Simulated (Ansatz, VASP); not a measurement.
## Two plane-wave programs on WC

The input INCAR:

```
SYSTEM = WC
ALGO     = Normal         ! electronic algorithm
EDIFF    = 1E-6           ! SCF threshold, eV
ENCUT    = 520            ! plane-wave cutoff, eV
GGA      = PE             ! functional
ISIF     = 2              ! what is computed and relaxed
ISMEAR   = 0              ! smearing method
LASPH    = .True.         ! aspherical terms in the spheres
LCHARG   = .False.        ! write CHGCAR
LREAL    = .False.        ! projectors in reciprocal space
LWAVE    = .False.        ! write WAVECAR
NBANDS   = 16             ! bands
NELM     = 60             ! most SCF steps
PREC     = Accurate       ! precision mode
SIGMA    = 0.15           ! smearing width, eV
```

File KPOINTS:

```
k-points
0
Gamma
  24 24 22
  0 0 0
```

File POSCAR:

```
WC
1.0
    3.1555133836      0.0000000000      0.0000000000
   -1.5777566919      2.7327547522      0.0000000000
    0.0000000000      0.0000000000      3.0748419522
W C
1 1
Direct
    0.0000000000      0.0000000000      0.0000000000
    0.6666666667      0.3333333333      0.5000000000
```

Input for Ansatz:

```yaml
crystal:
  lattice:
    - [3.1555133836, 0.0, 0.0]
    - [-1.5777566919, 2.7327547522, 0.0]
    - [0.0, 0.0, 3.0748419522]
  atoms:
    - { symbol: W, position: [0.0, 0.0, 0.0] }
    - { symbol: C, position: [0.6666666667, 0.3333333333, 0.5] }
basis:
  ecutwfc: 420
kpoints:
  mp_grid: { grid: [24, 24, 22] }
hamiltonian:
  xc: pbe
scf:
  occupations: { method: gaussian, width: 0.15 }
output:
  forces: true
  stress: true
  eigenvalues: true
  write_density: true
  write_potential: true
  elf: true
  volumetric_format: npy
```

Change from the starting cell: strain +0.080 along x and y, +0.080 along z, atoms carried along.

Alike in both runs: task single point; functional PBE; k mesh 24 × 24 × 22; occupations gaussian, width 0.15 eV; no spin polarisation.

|  | VASP | Ansatz |
| --- | --- | --- |
| version | VASP 6.6.1 | Ansatz 0.2.0 |
| potentials or method | VASP PAW PBE potentials, release 64 (W_sv, C), cutoff 520 eV | scalar-relativistic, plane waves, PAW |
| valence electrons in the cell | 18 | 18 |

Ansatz gave:

- gap on the k mesh at the Fermi level (eV): none
- pressure (GPa): -53.9
- traceless stress, the component that is largest in VASP (GPa): -6.36

What did VASP give for the same quantities?

gap on the k mesh at the Fermi level (eV): none; pressure (GPa): -53.5; traceless stress, the component that is largest in VASP (GPa): -6.28.

A gap of «none» marks a metal or a gap that the smearing closes. Both programs put the cell under strong tension, so it lies far from rest at this level. With one functional, cell and mesh, what is left measures potentials, basis and numerics.

Spin-orbit coupling is off throughout. Noted on VASP's run: the cell as given lies far from equilibrium.
